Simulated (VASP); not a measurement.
# W (Im-3m) in VASP: further runs

W is run at these levels: PBEsol; tasks: single point.

All numbers are computed with VASP 6.6.1; they aren't measurements. Logs are shortened: lines on timing, memory, paths and dates and some standing lists are left out, and cuts for length are marked.

**1. The cell of the first run**

It takes space group Im-3m (No. 229, cubic). The conventional cell has a = 3.035 Å, b = 3.035 Å, c = 3.035 Å, α = 90.00°, β = 90.00°, γ = 90.00°. Within 3.5 Å of W (site symmetry m-3m) lie 14 W at 2.63 to 3.03 Å.

**2. Single point, PBEsol (strain -0.050 along x and y, -0.050 along z)**

The input, INCAR:

```
PREC     = Accurate       # precision mode
ENCUT    = 520            # plane-wave cutoff, eV
EDIFF    = 1E-7           # SCF threshold, eV
ISMEAR   = 0              # smearing method
SIGMA    = 0.15           # smearing width, eV
LREAL    = F              # projectors in reciprocal space
LASPH    = T              # aspherical terms in the spheres
NELM     = 80             # most SCF steps
ALGO     = Normal         # electronic algorithm
ISIF     = 2              # what is computed and relaxed
LWAVE    = F              # write WAVECAR
LCHARG   = F              # write CHGCAR
GGA      = PS             # functional
NBANDS   = 13             # bands
```

The input, KPOINTS:

```
Automatic mesh
0
Gamma
  20 20 20
```

The input, POSCAR:

```
W
1.0
   -1.5174350000      1.5174350000      1.5174350000
    1.5174350000     -1.5174350000      1.5174350000
    1.5174350000      1.5174350000     -1.5174350000
W
1
Direct
    0.0000000000      0.0000000000      0.0000000000
```

Potentials or basis: VASP PAW PBE potentials, release 64 (W_sv).

Command:

```
$ cat potpaw_PBE.64/W_sv/POTCAR > POTCAR
$ mpirun -np 1 vasp_std > vasp.out
```

OUTCAR:

```text
PREC = Accurate
   ENCUT = 520
   EDIFF = 1E-7
   ISMEAR = 0
   LREAL = F
   LASPH = T
   NELM = 80
   ISIF = 2
   GGA = PS

 ion  position               nearest neighbor table
   1  0.000  0.000  0.000-

  LATTYP: Found a body centered cubic cell.
 ALAT       =     3.0348700000

  Lattice vectors:

 A1 = (  -1.5174350000,   1.5174350000,   1.5174350000)
 A2 = (   1.5174350000,  -1.5174350000,   1.5174350000)
 A3 = (   1.5174350000,   1.5174350000,  -1.5174350000)

Analysis of symmetry for initial positions (statically):
=====================================================================
 Subroutine PRICEL returns:
 Original cell was already a primitive cell.

 Routine SETGRP: Setting up the symmetry group for a
 body centered cubic supercell.

 Subroutine GETGRP returns: Found 48 space group operations
 (whereof 48 operations were pure point group operations)
 out of a pool of 48 trial point group operations.

The static configuration has the point symmetry O_h .

Analysis of symmetry for dynamics (positions and initial velocities):
=====================================================================
 Subroutine PRICEL returns:
 Original cell was already a primitive cell.

 Routine SETGRP: Setting up the symmetry group for a
 body centered cubic supercell.

 Subroutine GETGRP returns: Found 48 space group operations
 (whereof 48 operations were pure point group operations)
 out of a pool of 48 trial point group operations.

The dynamic configuration has the point symmetry O_h .

 Subroutine INISYM returns: Found 48 space group operations
 (whereof 48 operations are pure point group operations),
 and found     1 'primitive' translations

----------------------------------------------------------------------------------------

                                     Primitive cell

  volume of cell :      13.9762

  direct lattice vectors                    reciprocal lattice vectors
    -1.517435000  1.517435000  1.517435000     0.000000000  0.329503405  0.329503405
     1.517435000 -1.517435000  1.517435000     0.329503405  0.000000000  0.329503405
     1.517435000  1.517435000 -1.517435000     0.329503405  0.329503405  0.000000000

  length of vectors
     2.628274517  2.628274517  2.628274517     0.465988185  0.465988185  0.465988185

  position of ions in fractional coordinates (direct lattice)
     0.000000000  0.000000000  0.000000000

  ion indices of the primitive-cell ions
   primitive index   ion index
                 1           1

----------------------------------------------------------------------------------------

 KPOINTS: Automatic mesh

Automatic generation of k-mesh.
 Grid dimensions read from file:
 generate k-points for:   20   20   20

 Generating k-lattice:

  Cartesian coordinates                     Fractional coordinates (reciprocal lattice)
     0.000000000  0.016475170  0.016475170     0.050000000  0.000000000  0.000000000
     0.016475170  0.000000000  0.016475170     0.000000000  0.050000000  0.000000000
     0.016475170  0.016475170  0.000000000     0.000000000  0.000000000  0.050000000

  Length of vectors
     0.023299409  0.023299409  0.023299409

  Shift w.r.t. Gamma in fractional coordinates (k-lattice)
     0.000000000  0.000000000  0.000000000

 Subroutine IBZKPT returns following result:
 ===========================================

 Found    256 irreducible k-points:

 Following reciprocal coordinates:
            Coordinates               Weight
  0.000000  0.000000  0.000000      1.000000
  0.050000  0.000000  0.000000     12.000000
  0.100000  0.000000  0.000000     12.000000
  0.150000  0.000000  0.000000     12.000000
  0.200000  0.000000  0.000000     12.000000
  0.250000  0.000000  0.000000     12.000000
[... 16 lines left out ...]
  0.200000  0.100000  0.000000     48.000000
  0.250000  0.100000  0.000000     48.000000
 [... further k-points ...]
   k-points           NKPTS =    256   k-points in BZ     NKDIM =    256   number of bands    NBANDS=     13
   number of dos      NEDOS =    301   number of ions     NIONS =      1
   total plane-waves  NPLWV =   8000
   dimension x,y,z NGX =    20 NGY =   20 NGZ =   20
   dimension x,y,z NGXF=    40 NGYF=   40 NGZF=   40
   ions per type =               1
   NGX,Y,Z   is equivalent  to a cutoff of  12.65, 12.65, 12.65 a.u.
   NGXF,Y,Z  is equivalent  to a cutoff of  25.30, 25.30, 25.30 a.u.
 SYSTEM =  unknown system
   PREC   = accura    normal or accurate (medium, high low for compatibility)
   ISTART =      0    job   : 0-new  1-cont  2-samecut
   ICHARG =      2    charge: 1-file 2-atom 10-const
   ISPIN  =      1    spin polarized calculation?
   LNONCOLLINEAR =      F non collinear calculations
   LSORBIT =      F    spin-orbit coupling
   LASPH  =      T    aspherical Exc in radial PAW
   ENCUT  =  520.0 eV  38.22 Ry    6.18 a.u.   4.89  4.89  4.89*2*pi/ulx,y,z
   NELM   =     80;   NELMIN=  2; NELMDL= -5     # of ELM steps
   EDIFF  = 0.1E-06   stopping-criterion for ELM
   LREAL  =      F    real-space projection
   EDIFFG = 0.1E-05   stopping-criterion for IOM
   NSW    =      0    number of steps for IOM
   IBRION =     -1    ionic relax: 0-MD 1-quasi-New 2-CG
   NFREE  =      0    steps in history (QN), initial steepest desc. (CG)
   ISIF   =      2    stress and relaxation
   ISYM   =      2    0-nonsym 1-usesym 2-fastsym
   POTIM  = 0.5000    time-step for ionic-motion
   TEBEG  =    0.0;   TEEND  =   0.0 temperature during run
   PSTRESS=    0.0 pullay stress
   NELECT =      14.0000    total number of electrons
   NUPDOWN=      -1.0000    fix difference up-down
   EMIN   =  10.00;   EMAX   =-10.00  energy-range for DOS
   EFERMI =   0.00;   METHOD = LEGACY
   ISMEAR =     0;   SIGMA  =   0.15  broadening in eV -4-tet -1-fermi 0-gaus
   EFERMI_NEDOS =   21; number of points for ismear=-14 and -15
   IALGO  =     38    algorithm
   IMIX   =      4    mixing-type and parameters
     AMIX     =   0.40;   BMIX     =  1.00
     AMIX_MAG =   1.60;   BMIX_MAG =  1.00
  volume/ion in A,a.u.               =      13.98        94.32
  Fermi-wavevector in a.u.,A,eV,Ry     =   1.638026  3.095420 36.506182  2.683129
  Thomas-Fermi vector in A             =   2.729067
   LORBIT       =      0    0 simple, 1 ext, 2 COOP (PROOUT), +10 PAW based schemes
   GGA     = PS    functional components
   LHFCALC =     F    Hartree Fock is set to
   AEXX    =    0.0000 exact exchange contribution
   IVDW    =     0    specifies the selected vdW correction
   LEPSILON=     F    determine dielectric tensor
   LRPA    =     F    only Hartree local field effects (RPA)
 non-spin polarized calculation
 Gauss-broadening in eV      SIGMA  =   0.15
  energy-cutoff  :      520.00
  volume of cell :       13.98
 maximum number of plane-waves:       386
   NGX =  9   NGY =  9   NGZ =  9

 number of electron      14.0000002 magnetization

 Free energy of the ion-electron system (eV)
  ---------------------------------------------------
  ext. energy  EPLUGINS =         0.00000000
  ---------------------------------------------------
  free energy    TOTEN  =       -13.56859341 eV

  energy without entropy =      -13.56384852  energy(sigma->0) =      -13.56622096

 E-fermi :  13.2890     XC(G=0): -14.4891

 val. band max:       13.2828632377   @ k =   0.4000   0.0500  -0.0000
 cond. band min:      13.2923917890   @ k =  -0.4500   0.4500   0.2000
 fundamental gap:      0.0095285513
 Fermi energy:        13.2890111904

 k-point     1 :       0.0000    0.0000    0.0000
  band No.  band energies     occupation
      1     -60.8317      2.00000
      2     -24.1506      2.00000
      3     -24.1506      2.00000
      4     -24.1506      2.00000
      5       2.8573      2.00000
      6      11.7061      2.00000
      7      11.7061      2.00000
      8      11.7061      2.00000
      9      15.7177      0.00000
     10      15.7177      0.00000
     11      27.9909      0.00000
     12      27.9909      0.00000
     13      27.9909      0.00000

 k-point     2 :       0.0500    0.0000    0.0000
  band No.  band energies     occupation
      1     -60.8261      2.00000
      2     -24.2036      2.00000
      3     -24.1665      2.00000
      4     -24.1511      2.00000
      5       3.0008      2.00000
      6      11.6153      2.00000
      7      11.6865      2.00000
      8      11.8450      2.00000
      9      15.5610      0.00000
     10      15.7162      0.00000
     11      28.1214      0.00000
     12      28.2297      0.00000
     13      28.3793      0.00000

 k-point     3 :       0.1000    0.0000    0.0000
  band No.  band energies     occupation
      1     -60.8097      2.00000
      2     -24.3556      2.00000
      3     -24.2124      2.00000
      4     -24.1523      2.00000
      5       3.4150      2.00000
      6      11.3619      2.00000
      7      11.6052      2.00000
      8      12.2580      2.00000
      9      15.2125      0.00000
     10      15.7188      0.00000
     11      28.4718      0.00000
     12      28.9264      0.00000
     13      29.4117      0.00000

 k-point     4 :       0.1500    0.0000    0.0000
  band No.  band energies     occupation
      1     -60.7841      2.00000
      2     -24.5868      2.00000
      3     -24.2832      2.00000
      4     -24.1544      2.00000
      5       4.0486      2.00000
      6      10.9934      2.00000
      7      11.4225      2.00000
      8      12.9335      1.99920
      9      14.9211      0.00000
     10      15.7434      0.00000
     11      28.8954      0.00000
     12      30.0309      0.00000
     13      30.7343      0.00000

 k-point     5 :       0.2000    0.0000    0.0000
  band No.  band energies     occupation
      1     -60.7517      2.00000
      2     -24.8696      2.00000
      3     -24.3712      2.00000
      4     -24.1570      2.00000
      5       4.8044      2.00000
      6      10.5669      2.00000
      7      11.1778      2.00000
      8      13.8519      0.00000
      9      14.8548      0.00000
     10      15.8106      0.00000
     11      29.0820      0.00000
     12      31.4811      0.00000
     13      31.7051      0.00000
[... 257 lines left out ...]
 k-point    22 :       0.1500    0.1000    0.0000
  band No.  band energies     occupation
      1     -60.7389      2.00000
      2     -24.9601      2.00000
      3     -24.3693      2.00000
      4     -24.2166      2.00000
      5       5.1561      2.00000
      6      10.5700      2.00000
      7      10.7901      2.00000
      8      14.3948      0.00000
      9      14.5245      0.00000
     10      16.1440      0.00000
     11      29.6526      0.00000
     12      30.8672      0.00000
     13      32.1777      0.00000

 k-point    23 :       0.2000    0.1000    0.0000
  band No.  band energies     occupation
      1     -60.7045      2.00000
      2     -25.2265      2.00000
      3     -24.4764      2.00000
      4     -24.2250      2.00000
      5       5.8873      2.00000
      6      10.1505      2.00000
      7      10.6440      2.00000
      8      14.5879      0.00000
      9      15.6130      0.00000
     10      16.3390      0.00000
     11      29.1483      0.00000
     12      31.0720      0.00000
     13      32.8743      0.00000

 k-point    24 :       0.2500    0.1000    0.0000
  band No.  band energies     occupation
      1     -60.6700      2.00000
      2     -25.4834      2.00000
      3     -24.5862      2.00000
      4     -24.2311      2.00000
      5       6.4006      2.00000
      6       9.7740      2.00000
      7      10.8275      2.00000
      8      14.8679      0.00000
      9      16.5146      0.00000
     10      16.9577      0.00000
     11      28.0925      0.00000
     12      30.4168      0.00000
     13      34.0734      0.00000

 [... further k-points ...]
[... 5 lines left out ...]
  --------------------------------------------------------------------------------------
  -------------------------------------------------------------------------------------
  Total        4.2647771      4.2647771      4.2647771      0.0000000      0.0000000      0.0000000
  in kB      488.8961763    488.8961763    488.8961763      0.0000000      0.0000000      0.0000000
  external PRESSURE =     488.8961763 kB  Pullay stress =       0.0000000 kB

 VOLUME and BASIS-vectors are now :
 -----------------------------------------------------------------------------
  energy-cutoff  :      520.00
  volume of cell :       13.98
      direct lattice vectors                 reciprocal lattice vectors
    -1.517435000  1.517435000  1.517435000     0.000000000  0.329503405  0.329503405
     1.517435000 -1.517435000  1.517435000     0.329503405  0.000000000  0.329503405
     1.517435000  1.517435000 -1.517435000     0.329503405  0.329503405  0.000000000

 POSITION                                       TOTAL-FORCE (eV/Angst)
 -----------------------------------------------------------------------------------
      0.00000      0.00000      0.00000         0.000000     -0.000000     -0.000000
 -----------------------------------------------------------------------------------
    total drift:                                0.000000     -0.000000     -0.000000

  FREE ENERGIE OF THE ION-ELECTRON SYSTEM (eV)
  ---------------------------------------------------
  free  energy   TOTEN  =       -13.5685934060 eV

  energy  without entropy=      -13.5638485166  energy(sigma->0) =      -13.56622096
```

Wall time 63 s (1 thread of AMD EPYC 7R13, shared host); peak memory 0.13 GiB.

Results:

```yaml
Free_energy: -13.5686 eV
Pressure: 48.9 GPa
Band_gap_on_the_k_mesh: zero (band 7 reaches 19.34 eV, above the bottom of band 8 at 11.71 eV)
```

Caveat: the cell differs from its parent crystal (strain -0.050 along x and y, -0.050 along z); the PAW data sets were made with another functional, which shifts forces and pressure a little; spin-orbit coupling is left out, which moves the levels of the heavy elements.

**3. Single point, PBEsol (strain -0.025 along x and y, -0.025 along z)**

The input, INCAR:

```
ALGO = Fast
EDIFF = 1E-6
ENCUT = 520
GGA = PS
ISIF = 2
ISMEAR = 0
LASPH = True
LCHARG = False
LREAL = False
LWAVE = False
NBANDS = 13
NELM = 60
PREC = Accurate
SIGMA = 0.15
```

The input, KPOINTS:

```
k-points
0
Gamma
  20 20 20
```

The input, POSCAR:

```
W
1.0
   -1.5573675000      1.5573675000      1.5573675000
    1.5573675000     -1.5573675000      1.5573675000
    1.5573675000      1.5573675000     -1.5573675000
W
1
Direct
    0.0000000000      0.0000000000      0.0000000000
```

Potentials or basis: VASP PAW PBE potentials, release 64 (W_sv).

Command:

```
$ cat potpaw_PBE.64/W_sv/POTCAR > POTCAR
$ mpirun -np 1 vasp_std > vasp.out
```

Run time: 85 s. Hardware: 1 thread of AMD EPYC 7R13, shared host; peak memory 0.13 GiB.

The run converged. Its results:

| Property | Result |
| --- | --- |
| Free energy | -13.7845 eV |
| Pressure | 14.1 GPa |
| Band gap on the k mesh | zero (band 7 reaches 17.51 eV, above the bottom of band 8 at 10.66 eV) |

Levels at points of the mesh, in eV from the Fermi level:
```
           k point  band 4  band 5  band 6  band 7  band 8  band 9  band 10  band 11
(0.00, 0.00, 0.00)  -37.62   -9.96   -1.37   -1.37   -1.37    2.30     2.30    14.60
(0.50, 0.00, 0.00)  -37.63   -6.66   -3.87    0.83    2.23    3.27     6.56    11.58
(0.50, 0.50, 0.50)  -38.67   -6.30   -6.30    5.48    5.48    5.48     8.61     8.61
```

Caveat: the cell differs from its parent crystal (strain -0.025 along x and y, -0.025 along z); the PAW data sets were made with another functional, which shifts forces and pressure a little; spin-orbit coupling is left out, which moves the levels of the heavy elements.

(Part 1 of 2 ends here.)
